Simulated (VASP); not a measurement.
# AlTl2 (P6/mmm) in VASP: further runs, part 2 of 2

VASP 6.6.1. Earlier steps stand in the parts before.

### 3 Relaxation of cell and atoms, PBE

This run uses another cell than the first one, of 28.15 Å³/atom.

Input file INCAR:

```
ALGO     = Normal         # electronic algorithm
EDIFF    = 1E-6           # SCF threshold, eV
EDIFFG   = -0.04          # ionic threshold
ENCUT    = 600            # plane-wave cutoff, eV
GGA      = PE             # functional
IBRION   = 2              # ionic algorithm
ISIF     = 3              # what is computed and relaxed
ISMEAR   = 0              # smearing method
LASPH    = True           # aspherical terms in the spheres
LCHARG   = False          # write CHGCAR
LREAL    = False          # projectors in reciprocal space
LWAVE    = False          # write WAVECAR
NELM     = 80             # most SCF steps
NSW      = 90             # ionic steps
PREC     = Accurate       # precision mode
SIGMA    = 0.1            # smearing width, eV
```

Input file KPOINTS:

```
k-points
0
Gamma
  6 6 6
```

Input file POSCAR:

```
AlTl2
1.0
    5.6331180137      0.0000000000      0.0000000000
   -2.8165590068      4.8784233024      0.0000000000
    0.0000000000      0.0000000000      3.0733934778
Al Tl
1 2
Direct
    0.0000000000      0.0000000000      0.0000000000
    0.3333333333      0.6666666667      0.5000000000
    0.6666666667      0.3333333333      0.5000000000
```

Potentials or basis: VASP PAW PBE potentials, release 64 (Al, Tl_d).

Command:

```bash
$ cat potpaw_PBE.64/Al/POTCAR potpaw_PBE.64/Tl_d/POTCAR > POTCAR
$ mpirun -np 1 vasp_std > vasp.out
```

OUTCAR:

```text
EDIFF = 1E-6
   EDIFFG = -0.04
   ENCUT = 600
   GGA = PE
   IBRION = 2
   ISIF = 3
   ISMEAR = 0
   LASPH = True
   LREAL = False
   NELM = 80
   NSW = 90
   PREC = Accurate

 ion  position               nearest neighbor table
   1  0.000  0.000  0.000-   2 3.60   3 3.60   2 3.60   3 3.60   2 3.60   2 3.60   3 3.60   3 3.60
                             3 3.60   3 3.60   2 3.60   2 3.60
   2  0.333  0.667  0.500-   3 3.25   3 3.25   3 3.25   1 3.60   1 3.60   1 3.60   1 3.60   1 3.60
                             1 3.60
   3  0.667  0.333  0.500-   2 3.25   2 3.25   2 3.25   1 3.60   1 3.60   1 3.60   1 3.60   1 3.60
                             1 3.60

  LATTYP: Found a hexagonal cell.
 ALAT       =     5.6331180137
 C/A-ratio  =     0.5455936606

  Lattice vectors:

 A1 = (   5.6331180137,   0.0000000000,   0.0000000000)
 A2 = (  -2.8165590068,   4.8784233024,   0.0000000000)
 A3 = (   0.0000000000,   0.0000000000,   3.0733934778)

Analysis of symmetry for initial positions (statically):
=====================================================================
 Subroutine PRICEL returns:
 Original cell was already a primitive cell.

 Routine SETGRP: Setting up the symmetry group for a
 hexagonal supercell.

 Subroutine GETGRP returns: Found 24 space group operations
 (whereof 24 operations were pure point group operations)
 out of a pool of 24 trial point group operations.

The static configuration has the point symmetry D_6h.

Analysis of symmetry for dynamics (positions and initial velocities):
=====================================================================
 Subroutine PRICEL returns:
 Original cell was already a primitive cell.

 Routine SETGRP: Setting up the symmetry group for a
 hexagonal supercell.

 Subroutine GETGRP returns: Found 24 space group operations
 (whereof 24 operations were pure point group operations)
 out of a pool of 24 trial point group operations.

The dynamic configuration has the point symmetry D_6h.

 Subroutine INISYM returns: Found 24 space group operations
 (whereof 24 operations are pure point group operations),
 and found     1 'primitive' translations

----------------------------------------------------------------------------------------

                                     Primitive cell

  volume of cell :      84.4591

  direct lattice vectors                    reciprocal lattice vectors
     5.633118014  0.000000000  0.000000000     0.177521578  0.102492131  0.000000000
    -2.816559007  4.878423302  0.000000000     0.000000000  0.204984262  0.000000000
     0.000000000  0.000000000  3.073393478     0.000000000  0.000000000  0.325373242

  length of vectors
     5.633118014  5.633118014  3.073393478     0.204984262  0.204984262  0.325373242

  position of ions in fractional coordinates (direct lattice)
     0.000000000  0.000000000  0.000000000
     0.333333333  0.666666667  0.500000000
     0.666666667  0.333333333  0.500000000

  ion indices of the primitive-cell ions
   primitive index   ion index
                 1           1
                 2           2
                 3           3

----------------------------------------------------------------------------------------

 KPOINTS: k-points

Automatic generation of k-mesh.
 Grid dimensions read from file:
 generate k-points for:    6    6    6
[... 48 lines left out ...]
   total plane-waves  NPLWV =  64512
   dimension x,y,z NGX =    48 NGY =   48 NGZ =   28
   dimension x,y,z NGXF=    96 NGYF=   96 NGZF=   56
   ions per type =               1   2
   NGX,Y,Z   is equivalent  to a cutoff of  14.17, 14.17, 15.15 a.u.
   NGXF,Y,Z  is equivalent  to a cutoff of  28.33, 28.33, 30.29 a.u.
 SYSTEM =  unknown system
   PREC   = accura    normal or accurate (medium, high low for compatibility)
   ISTART =      0    job   : 0-new  1-cont  2-samecut
   ICHARG =      2    charge: 1-file 2-atom 10-const
   ISPIN  =      1    spin polarized calculation?
   LNONCOLLINEAR =      F non collinear calculations
   LSORBIT =      F    spin-orbit coupling
   LASPH  =      T    aspherical Exc in radial PAW
   ENCUT  =  600.0 eV  44.10 Ry    6.64 a.u.  11.25 11.25  6.14*2*pi/ulx,y,z
   NELM   =     80;   NELMIN=  2; NELMDL= -5     # of ELM steps
   EDIFF  = 0.1E-05   stopping-criterion for ELM
   LREAL  =      F    real-space projection
   EDIFFG = -.4E-01   stopping-criterion for IOM
   NSW    =     90    number of steps for IOM
   IBRION =      2    ionic relax: 0-MD 1-quasi-New 2-CG
   NFREE  =      1    steps in history (QN), initial steepest desc. (CG)
   ISIF   =      3    stress and relaxation
   ISYM   =      2    0-nonsym 1-usesym 2-fastsym
   POTIM  = 0.5000    time-step for ionic-motion
   TEBEG  =    0.0;   TEEND  =   0.0 temperature during run
   PSTRESS=    0.0 pullay stress
   NELECT =      29.0000    total number of electrons
   NUPDOWN=      -1.0000    fix difference up-down
   EMIN   =  10.00;   EMAX   =-10.00  energy-range for DOS
   EFERMI =   0.00;   METHOD = LEGACY
   ISMEAR =     0;   SIGMA  =   0.10  broadening in eV -4-tet -1-fermi 0-gaus
   EFERMI_NEDOS =   21; number of points for ismear=-14 and -15
   IALGO  =     38    algorithm
   IMIX   =      4    mixing-type and parameters
     AMIX     =   0.40;   BMIX     =  1.00
     AMIX_MAG =   1.60;   BMIX_MAG =  1.00
  volume/ion in A,a.u.               =      28.15       189.99
  Fermi-wavevector in a.u.,A,eV,Ry     =   1.146371  2.166328 17.880332  1.314167
  Thomas-Fermi vector in A             =   2.283056
   LORBIT       =      0    0 simple, 1 ext, 2 COOP (PROOUT), +10 PAW based schemes
   GGA     = PE    functional components
   LHFCALC =     F    Hartree Fock is set to
   AEXX    =    0.0000 exact exchange contribution
   IVDW    =     0    specifies the selected vdW correction
   LEPSILON=     F    determine dielectric tensor
   LRPA    =     F    only Hartree local field effects (RPA)
 conjugate gradient relaxation of ions
 non-spin polarized calculation
 Gauss-broadening in eV      SIGMA  =   0.10
  energy-cutoff  :      600.00
  volume of cell :       84.46
 maximum number of plane-waves:      2844
 NGX is ok and might be reduce to    48
   NGX = 23   NGY = 23   NGZ = 13

--------------------------------------- Ionic step        1  -------------------------------------------

 number of electron      28.9999996 magnetization

 Free energy of the ion-electron system (eV)
  ---------------------------------------------------
  ext. energy  EPLUGINS =         0.00000000
  ---------------------------------------------------
  free energy    TOTEN  =        -7.25779999 eV

  energy without entropy =       -7.25301075  energy(sigma->0) =       -7.25540537

------------------------ aborting loop because EDIFF is reached ----------------------------------------

  FORCE on cell =-STRESS in cart. coord.  units (eV):
  Direction    XX          YY          ZZ          XY          YZ          ZX
  --------------------------------------------------------------------------------------
  -------------------------------------------------------------------------------------
  Total       -1.1139023     -1.1139023      1.9964235     -0.0000000     -0.0000000      0.0000000
  in kB      -21.1305695    -21.1305695     37.8718708     -0.0000000     -0.0000000      0.0000000
  external PRESSURE =      -1.4630894 kB  Pullay stress =       0.0000000 kB
[... 209 lines left out ...]
--------------------------------------- Ionic step        7  -------------------------------------------

 number of electron      29.0000003 magnetization

 Free energy of the ion-electron system (eV)
  ---------------------------------------------------
  ext. energy  EPLUGINS =         0.00000000
  ---------------------------------------------------
  free energy    TOTEN  =        -7.32783435 eV

  energy without entropy =       -7.32314230  energy(sigma->0) =       -7.32548833

 E-fermi :   5.8190     XC(G=0):  -9.7035

 val. band max:        5.7601173980   @ k =   0.5000  -0.0000   0.3333
 cond. band min:       5.8516586111   @ k =   0.1667   0.1667   0.5000
 fundamental gap:      0.0915412131
 Fermi energy:         5.8190147929

 k-point     1 :       0.0000    0.0000    0.0000
  band No.  band energies     occupation
      1      -6.2749      2.00000
      2      -6.0142      2.00000
      3      -5.8175      2.00000
      4      -5.8175      2.00000
      5      -5.6203      2.00000
      6      -5.6203      2.00000
[... 481 lines left out ...]
      5      -5.7330      2.00000
      6      -5.6925      2.00000
[... 10 lines left out ...]
     17       6.3495      0.00000
     18       7.9442      0.00000

 [... further k-points ...]

------------------------ aborting loop because EDIFF is reached ----------------------------------------

  FORCE on cell =-STRESS in cart. coord.  units (eV):
  Direction    XX          YY          ZZ          XY          YZ          ZX
  --------------------------------------------------------------------------------------
  -------------------------------------------------------------------------------------
  Total        0.0048760      0.0048760     -0.0443870      0.0000000      0.0000000     -0.0000000
  in kB        0.0938999      0.0938999     -0.8547928      0.0000000      0.0000000     -0.0000000
  external PRESSURE =      -0.2223310 kB  Pullay stress =       0.0000000 kB
[... 18 lines left out ...]
  FREE ENERGIE OF THE ION-ELECTRON SYSTEM (eV)
  ---------------------------------------------------
  free  energy   TOTEN  =        -7.3278343533 eV

  energy  without entropy=       -7.3231423014  energy(sigma->0) =       -7.32548833

 reached required accuracy - stopping structural energy minimisation
```

Run time: 2.1 min. Hardware: 1 thread of AMD EPYC 9R45 (Zen 5), shared host; peak memory 0.24 GiB.

Results:

```
Free energy                           : -7.3278 eV
Relaxed volume                        : 27.73 Å³/atom
Relaxed cell                          : a = 5.473 Å, b = 5.473 Å, c = 3.207 Å, α = 90.00°, β = 90.00°, γ = 120.00°
Space group after relaxing (to 0.1 Å) : P6/mmm (No. 191)
Energy gained by relaxing             : 23.3 meV/atom
Ionic steps                           : 7
Pressure after relaxing               : 0.0 GPa
Band gap on the k mesh                : zero (an odd number of electrons rules out a gap without spin polarisation)
```

Step by step:
```
step  energy change (eV)  largest force (eV/Å)  pressure (GPa)  volume (Å³)
   1              0.0000                0.0000           -0.15        84.46
   2             -0.0643                0.0000           -0.36        84.08
   3             -0.0687                0.0000           -0.32        83.94
   4             -0.0642                0.0000           -0.18        83.65
   5             -0.0693                0.0000           -0.30        83.88
   6             -0.0694                0.0000           -0.29        83.87
   7             -0.0700                0.0000           -0.02        83.20
```

Final structure:
```yaml
crystal:
  lattice:
    - [5.47292, 0.00000, 0.00000]
    - [-2.73646, 4.73969, 0.00000]
    - [0.00000, 0.00000, 3.20728]
  atoms:
    - { symbol: Al, position: [0.00000, 0.00000, 0.00000] }
    - { symbol: Tl, position: [0.33333, 0.66667, 0.50000] }
    - { symbol: Tl, position: [0.66667, 0.33333, 0.50000] }
```

Caveat: spin-orbit coupling is left out, which moves the levels of the heavy elements.

The gap in the log of VASP goes by the Fermi energy; the results here count the filled bands.